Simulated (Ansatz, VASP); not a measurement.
## Two plane-wave programs on Ag

```xyz
3
Lattice="2.9334 0.0000 0.0000 0.0000 4.1484 0.0000 0.0000 0.0000 18.9334" Properties=species:S:1:pos:R:3 pbc="T T T"
Ag    0.0000    0.0000    8.0520
Ag    1.4667    2.0742    9.4667
Ag    0.0000    0.0000   10.8814
```

Alike in both runs: functional PBE; k mesh 14 × 10 × 1; occupations fermi-dirac, width 0.08 eV; no spin polarisation.

Ansatz relaxed the structure, and its values are those at the end. VASP's run is a single point on that final structure, the one shown.

|  | VASP | Ansatz |
| --- | --- | --- |
| version | VASP 6.6.1 | Ansatz 0.2.0 |
| potentials or method | VASP PAW PBE potentials, release 64 (Ag) | PAW with Ansatz's default frozen-core files, scalar-relativistic |
| plane-wave cutoff (eV) | 520 | 420 |
| valence electrons in the cell | 33 | 57 |

```tsv
	VASP	Ansatz	Ansatz less VASP
rms of the force components (eV/Å)	0.005	0.003	-0.0023
```

With one functional, cell and mesh, what is left measures potentials, basis and numerics. VASP's potentials hold 33 valence electrons a cell and Ansatz's 57, so a difference there can come from the potentials and not from the codes. Ansatz's warnings: stress scf threshold loose.
